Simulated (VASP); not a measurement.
# MgH16Cl2O8 in VASP: a series of runs

MgH16Cl2O8 is run at these levels: PBE+D3(BJ); tasks: single point.

Everything below comes from runs of VASP 6.6.1. Logs are shortened: lines on timing, memory, paths and dates and some standing lists are left out, and cuts for length are marked.

### Step 1. The cell of the first run

The cell holds an amorphous packing of atoms, 27 atoms: a = 6.956 Å, b = 6.956 Å, c = 6.956 Å, α = 90.00°, β = 90.00°, γ = 90.00°.

### Step 2. Single point, PBE+D3(BJ)

The input, INCAR:

```
SYSTEM = MgH16Cl2O8
PREC = Accurate ; ENCUT = 520
EDIFF = 1E-6 ; ISMEAR = -1
SIGMA = 0.02 ; LREAL = .FALSE.
LASPH = .TRUE. ; NELM = 120
ALGO = Normal ; ISIF = 2
LWAVE = .FALSE. ; LCHARG = .FALSE.
GGA = PE ; IVDW = 12
NBANDS = 59 ; GGA_COMPAT = .FALSE.
```

The input, KPOINTS:

```
Automatic mesh
0
G
  1 1 1
  0 0 0
```

The input, POSCAR:

```
MgH16Cl2O8
1.0
    6.9561890000      0.0000000000      0.0000000000
    0.0000000000      6.9561890000      0.0000000000
    0.0000000000      0.0000000000      6.9561890000
O H Mg Cl
8 16 1 2
Direct
    0.7846250296      0.0840115184      0.4979450673
    0.2902307571      0.9955738695      0.8222605798
    1.0429130088      0.3027376053      0.8758243918
    0.9164069579      0.8220593201      0.7680211104
    0.7024248479      0.4259084967      0.8967985200
    0.3520893409      0.5909557662      0.6383380325
    0.3124411945      0.7678917292      0.3051958479
    1.0257771892      0.9885872854      0.1883215077
    0.7990150929      0.0217216640      0.3695845527
    0.6476966051      0.1228690020      0.5034078286
    0.2037322448      0.8860742570      0.7843950186
    0.4033674186      0.9581827061      0.7548961076
    0.9149550134      0.3542600697      0.8379013279
    1.0901515183      0.2118976353      0.7835037260
    0.8057860418      0.7353595482      0.7718594190
    0.8656607806      0.8991992598      0.6570839291
    0.7244915283      0.4539267119      1.0329075303
    0.5885406506      0.4973987912      0.8663795650
    0.3703608398      0.4821174353      0.5476561951
    0.2262158202      0.5627794184      0.6875603869
    0.2300110017      0.6659824798      0.2802684056
    0.3537137936      0.7549679861      0.4426849242
    1.1163152698      0.9076809155      0.2769332461
    1.0116315126      0.9090753572      0.0739629127
    0.1130504073      0.2576554490      0.1594119999
    0.3645961891      0.2468018048      0.3681326082
    0.9033682092      0.5280908842      0.2789889694
```

Potentials or basis: VASP PAW PBE potentials, release 64 (O, H, Mg, Cl).

Started as:

```
$ cat potpaw_PBE.64/O/POTCAR potpaw_PBE.64/H/POTCAR potpaw_PBE.64/Mg/POTCAR potpaw_PBE.64/Cl/POTCAR > POTCAR
$ mpirun -np 1 vasp_gam > vasp.out
```

OUTCAR:

```text
SYSTEM = MgH16Cl2O8
   PREC = Accurate
   ENCUT = 520
   EDIFF = 1E-6
   ISMEAR = -1
   LREAL = .FALSE.
   LASPH = .TRUE.
   NELM = 120
   ISIF = 2
   GGA = PE
   IVDW = 12
 IVDW          = 12

 ion  position               nearest neighbor table
   1  0.785  0.084  0.498-  10 0.99   9 1.00
   2  0.290  0.996  0.822-  12 0.95  11 1.01
   3  0.043  0.303  0.876-  14 0.96  13 1.00  25 2.06
   4  0.916  0.822  0.768-  15 0.98  16 1.00
   5  0.702  0.426  0.897-  18 0.96  17 0.98
   6  0.352  0.591  0.638-  20 0.96  19 0.99
   7  0.312  0.768  0.305-  21 0.93  22 1.00
   8  0.026  0.989  0.188-  24 0.97  23 1.05  25 1.98
   9  0.799  0.022  0.370-   1 1.00
  10  0.648  0.123  0.503-   1 0.99
  11  0.204  0.886  0.784-   2 1.01
  12  0.403  0.958  0.755-   2 0.95
  13  0.915  0.354  0.838-   3 1.00
  14  0.090  0.212  0.784-   3 0.96
[... 8 lines left out ...]
  23  0.116  0.908  0.277-   8 1.05
  24  0.012  0.909  0.074-   8 0.97
  25  0.113  0.258  0.159-   8 1.98   3 2.06  26 2.27  27 2.52
  26  0.365  0.247  0.368-  25 2.27
  27  0.903  0.528  0.279-  25 2.52

  LATTYP: Found a simple cubic cell.
 ALAT       =     6.9561890000

  Lattice vectors:

 A1 = (   6.9561890000,   0.0000000000,   0.0000000000)
 A2 = (   0.0000000000,   6.9561890000,   0.0000000000)
 A3 = (   0.0000000000,   0.0000000000,   6.9561890000)

Analysis of symmetry for initial positions (statically):
=====================================================================
 Subroutine PRICEL returns:
 Original cell was already a primitive cell.

 Routine SETGRP: Setting up the symmetry group for a
 simple cubic supercell.

 Subroutine GETGRP returns: Found  1 space group operations
 (whereof  1 operations were pure point group operations)
 out of a pool of 48 trial point group operations.

The static configuration has the point symmetry C_1 .

Analysis of symmetry for dynamics (positions and initial velocities):
=====================================================================
 Subroutine PRICEL returns:
 Original cell was already a primitive cell.

 Routine SETGRP: Setting up the symmetry group for a
 simple cubic supercell.

 Subroutine GETGRP returns: Found  1 space group operations
 (whereof  1 operations were pure point group operations)
 out of a pool of 48 trial point group operations.

The dynamic configuration has the point symmetry C_1 .

 Subroutine INISYM returns: Found  1 space group operations
 (whereof  1 operations are pure point group operations),
 and found     1 'primitive' translations

----------------------------------------------------------------------------------------

                                     Primitive cell

  volume of cell :     336.6000

  direct lattice vectors                    reciprocal lattice vectors
     6.956189000  0.000000000  0.000000000     0.143756876  0.000000000  0.000000000
     0.000000000  6.956189000  0.000000000     0.000000000  0.143756876  0.000000000
     0.000000000  0.000000000  6.956189000     0.000000000  0.000000000  0.143756876

  length of vectors
     6.956189000  6.956189000  6.956189000     0.143756876  0.143756876  0.143756876

  position of ions in fractional coordinates (direct lattice)
     0.784625030  0.084011518  0.497945067
     0.290230757  0.995573869  0.822260580
     0.042913009  0.302737605  0.875824392
     0.916406958  0.822059320  0.768021110
     0.702424848  0.425908497  0.896798520
     0.352089341  0.590955766  0.638338033
[... 19 lines left out ...]
     0.364596189  0.246801805  0.368132608
     0.903368209  0.528090884  0.278988969

  ion indices of the primitive-cell ions
   primitive index   ion index
                 1           1
                 2           2
                 3           3
                 4           4
                 5           5
                 6           6
[... 19 lines left out ...]
                26          26
                27          27

----------------------------------------------------------------------------------------

 KPOINTS: Automatic mesh

Automatic generation of k-mesh.
 Grid dimensions read from file:
 generate k-points for:    1    1    1

 Generating k-lattice:

  Cartesian coordinates                     Fractional coordinates (reciprocal lattice)
     0.143756876  0.000000000  0.000000000     1.000000000  0.000000000  0.000000000
     0.000000000  0.143756876  0.000000000     0.000000000  1.000000000  0.000000000
     0.000000000  0.000000000  0.143756876     0.000000000  0.000000000  1.000000000

  Length of vectors
     0.143756876  0.143756876  0.143756876

  Shift w.r.t. Gamma in fractional coordinates (k-lattice)
     0.000000000  0.000000000  0.000000000

 Subroutine IBZKPT returns following result:
 ===========================================

 Found      1 irreducible k-points:

 Following reciprocal coordinates:
            Coordinates               Weight
  0.000000  0.000000  0.000000      1.000000
   k-points           NKPTS =      1   k-points in BZ     NKDIM =      1   number of bands    NBANDS=     59
   number of dos      NEDOS =    301   number of ions     NIONS =     27
   total plane-waves  NPLWV = 157464
   dimension x,y,z NGX =    54 NGY =   54 NGZ =   54
   dimension x,y,z NGXF=   108 NGYF=  108 NGZF=  108
   ions per type =               8  16   1   2
   NGX,Y,Z   is equivalent  to a cutoff of  12.91, 12.91, 12.91 a.u.
   NGXF,Y,Z  is equivalent  to a cutoff of  25.81, 25.81, 25.81 a.u.
 SYSTEM =  MgH16Cl2O8
   PREC   = accura    normal or accurate (medium, high low for compatibility)
   ISTART =      0    job   : 0-new  1-cont  2-samecut
   ICHARG =      2    charge: 1-file 2-atom 10-const
   ISPIN  =      1    spin polarized calculation?
   LNONCOLLINEAR =      F non collinear calculations
   LSORBIT =      F    spin-orbit coupling
   LASPH  =      T    aspherical Exc in radial PAW
   ENCUT  =  520.0 eV  38.22 Ry    6.18 a.u.  12.93 12.93 12.93*2*pi/ulx,y,z
   NELM   =    120;   NELMIN=  2; NELMDL= -5     # of ELM steps
   EDIFF  = 0.1E-05   stopping-criterion for ELM
   LREAL  =      F    real-space projection
   EDIFFG = 0.1E-04   stopping-criterion for IOM
   NSW    =      0    number of steps for IOM
   IBRION =     -1    ionic relax: 0-MD 1-quasi-New 2-CG
   NFREE  =      0    steps in history (QN), initial steepest desc. (CG)
   ISIF   =      2    stress and relaxation
   ISYM   =      2    0-nonsym 1-usesym 2-fastsym
   POTIM  = 0.5000    time-step for ionic-motion
   TEBEG  =    0.0;   TEEND  =   0.0 temperature during run
   PSTRESS=    0.0 pullay stress
   NELECT =      80.0000    total number of electrons
   NUPDOWN=      -1.0000    fix difference up-down
   EMIN   =  10.00;   EMAX   =-10.00  energy-range for DOS
   EFERMI =   0.00;   METHOD = LEGACY
   ISMEAR =    -1;   SIGMA  =   0.02  broadening in eV -4-tet -1-fermi 0-gaus
   EFERMI_NEDOS =   21; number of points for ismear=-14 and -15
   IALGO  =     38    algorithm
   IMIX   =      4    mixing-type and parameters
     AMIX     =   0.40;   BMIX     =  1.00
     AMIX_MAG =   1.60;   BMIX_MAG =  1.00
  volume/ion in A,a.u.               =      12.47        84.13
  Fermi-wavevector in a.u.,A,eV,Ry     =   1.014067  1.916309 13.991313  1.028333
  Thomas-Fermi vector in A             =   2.147273
   LORBIT       =      0    0 simple, 1 ext, 2 COOP (PROOUT), +10 PAW based schemes
   GGA     = PE    functional components
   LHFCALC =     F    Hartree Fock is set to
   AEXX    =    0.0000 exact exchange contribution
   IVDW    =    12    specifies the selected vdW correction
   LEPSILON=     F    determine dielectric tensor
   LRPA    =     F    only Hartree local field effects (RPA)
 non-spin polarized calculation
  energy-cutoff  :      520.00
  volume of cell :      336.60
 maximum number of plane-waves:      4523
 NGX is ok and might be reduce to    50
   NGX = 25   NGY = 25   NGZ = 25

 number of electron      80.0000014 magnetization

 Free energy of the ion-electron system (eV)
  ---------------------------------------------------
  ext. energy  EPLUGINS =         0.00000000
  ---------------------------------------------------
  free energy    TOTEN  =      -126.85856395 eV

  energy without entropy =     -126.85856395  energy(sigma->0) =     -126.85856395

 E-fermi :  -2.2351     XC(G=0):  -6.8162

 val. band max:       -2.8169495413   @ k =   0.0000   0.0000   0.0000
 cond. band min:       1.3575990058   @ k =   0.0000   0.0000   0.0000
 fundamental gap:      4.1745485471
 Fermi energy:        -2.2350838546

 k-point     1 :       0.0000    0.0000    0.0000
  band No.  band energies     occupation
      1     -22.5382      2.00000
      2     -22.3883      2.00000
      3     -22.1393      2.00000
      4     -21.9233      2.00000
      5     -21.8302      2.00000
      6     -21.6383      2.00000
[... 44 lines left out ...]
     51       6.2316      0.00000
     52       6.6019      0.00000
 [bands above 52 left out]

------------------------ aborting loop because EDIFF is reached ----------------------------------------

 Edisp (eV)   -1.24402

 E8    (eV) :    -0.3164

  FORCE on cell =-STRESS in cart. coord.  units (eV):
  Direction    XX          YY          ZZ          XY          YZ          ZX
  --------------------------------------------------------------------------------------
  -------------------------------------------------------------------------------------
  Total       0.11406     2.56338    -1.59014     1.86027    -0.79810    -1.56803
  in kB       0.54293    12.20139    -7.56890     8.85469    -3.79885    -7.46366
  external pressure =        1.73 kB  Pullay stress =        0.00 kB

 VOLUME and BASIS-vectors are now :
 -----------------------------------------------------------------------------
  energy-cutoff  :      520.00
  volume of cell :      336.60
      direct lattice vectors                 reciprocal lattice vectors
     6.956189000  0.000000000  0.000000000     0.143756876  0.000000000  0.000000000
     0.000000000  6.956189000  0.000000000     0.000000000  0.143756876  0.000000000
     0.000000000  0.000000000  6.956189000     0.000000000  0.000000000  0.143756876

 POSITION                                       TOTAL-FORCE (eV/Angst)
 -----------------------------------------------------------------------------------
      5.45800      0.58440      3.46380        -0.530911     -0.624836     -0.410606
      2.01890      6.92540      5.71980        -1.581884     -0.926829     -0.075805
      0.29851      2.10590      6.09240         0.400994      0.578870      0.845224
      6.37470      5.71840      5.34250        -0.806770      0.030230     -0.676965
      4.88620      2.96270      6.23830         0.004088     -0.114001     -0.027470
      2.44920      4.11080      4.44040         0.830766     -0.047724      0.212731
[... 19 lines left out ...]
      2.53620      1.71680      2.56080         0.374002      0.146770      0.080752
      6.28400      3.67350      1.94070         0.575892     -0.560602     -0.268210
 -----------------------------------------------------------------------------------
    total drift:                                0.001484      0.002580      0.002239

  FREE ENERGIE OF THE ION-ELECTRON SYSTEM (eV)
  ---------------------------------------------------
  free  energy   TOTEN  =      -128.1025819899 eV

  energy  without entropy=     -128.1025819899  energy(sigma->0) =     -128.10258199
```

It took 25 s on 1 thread of Intel Xeon 6975P-C (Granite Rapids), shared host; peak memory 0.38 GiB.

Results:

- Free energy: -128.1026 eV
- Pressure: 0.2 GPa
- Largest force: 3.216 eV/Å
- Band gap on the k mesh: 4.17 eV
- Dispersion energy per atom: -0.046 eV

Forces in eV/Å, atoms in the order of the input:
```
O   -0.531 -0.625 -0.411
O   -1.582 -0.927 -0.076
O    0.401  0.579  0.845
O   -0.807  0.030 -0.677
O    0.004 -0.114 -0.027
O    0.831 -0.048  0.213
O    1.532  2.731  0.730
O    0.461 -0.580  0.804
H    0.014  0.436  0.641
H    0.582 -0.006 -0.189
H    0.209  0.980  0.494
H    1.154  0.078 -0.376
H   -0.194 -0.042  0.044
H    0.400 -0.685 -0.597
H    0.479 -0.615  0.647
H    0.623  0.625  0.265
H    0.293  0.096  0.546
H   -0.804  0.256 -0.646
H    0.199 -0.081 -0.047
H   -0.834 -0.004  0.446
H   -1.594 -2.343 -0.200
H   -0.516 -0.385 -0.798
H   -0.124  0.568 -0.941
H   -0.296 -0.060 -0.265
Mg  -0.848  0.548 -0.238
Cl   0.374  0.147  0.081
Cl   0.576 -0.561 -0.268
```

Stress tensor (GPa, compression positive):
```
 0.05  0.89 -0.75
 0.89  1.22 -0.38
-0.75 -0.38 -0.76
```

Caveat: the k points lie up to 0.90 Å⁻¹ apart.

(Part 1 of 2 ends here.)
